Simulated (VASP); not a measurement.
Input of a VASP 6.6.1 run:

File POSCAR:

```
Au
1.0
    0.0000000000      2.0350000000      2.0350000000
    2.0350000000      0.0000000000      2.0350000000
    2.0350000000      2.0350000000      0.0000000000
Au
1
Direct
    0.0000000000      0.0000000000      0.0000000000
```

INCAR.step1

```
SYSTEM = Au
PREC = Accurate
ENCUT = 520
EDIFF = 1E-5
ISMEAR = -1
SIGMA = 0.05
LREAL = .FALSE.
LASPH = .TRUE.
NELM = 150
ALGO = Normal
ISIF = 2
LWAVE = .TRUE.
LCHARG = .FALSE.
LNONCOLLINEAR = .TRUE.
MAGMOM = 0 0 0
LORBIT = 11
LSORBIT = .TRUE.
GGA_COMPAT = .FALSE.
LORBMOM = .TRUE.
LMAXMIX = 4
NBANDS = 22
GGA = PE
```

File INCAR.step2:

```
SYSTEM = Au
PREC = Accurate
ENCUT = 520
EDIFF = 1E-6
ISMEAR = -1
SIGMA = 0.05
LREAL = .FALSE.
LASPH = .TRUE.
NELM = 150
ALGO = Normal
ISIF = 2
LWAVE = .FALSE.
LCHARG = .FALSE.
LNONCOLLINEAR = .TRUE.
MAGMOM = 0 0 0
LORBIT = 11
LSORBIT = .TRUE.
GGA_COMPAT = .FALSE.
LORBMOM = .TRUE.
LMAXMIX = 4
METAGGA = R2SCAN
LHFCALC = .TRUE.
AEXX = 0.25
LMIXTAU = .TRUE.
PRECFOCK = Normal
NBANDS = 22
ISTART = 1
```

KPOINTS

```
regular mesh
0
G
  6 6 6
  0 0 0
```

Potentials or basis: VASP PAW PBE potentials, release 64 (Au).

The run is started by

```bash
$ cat potpaw_PBE.64/Au/POTCAR > POTCAR
$ cp INCAR.step1 INCAR
$ mpirun -np 1 vasp_ncl > vasp.out
$ cp INCAR.step2 INCAR
$ mpirun -np 1 vasp_ncl > vasp.out
```

Question: Predict the net moment.

Answer: 0.00 μB per cell.

Question: Estimate the pressure.

Answer: 5.9 GPa.

Moments on the atoms (μB; x, y, z):
```
Au  0.00 0.00 0.00
```

Caveat: the k points lie up to 0.45 Å⁻¹ apart; the PAW data sets were made with another functional, which shifts forces and pressure a little.
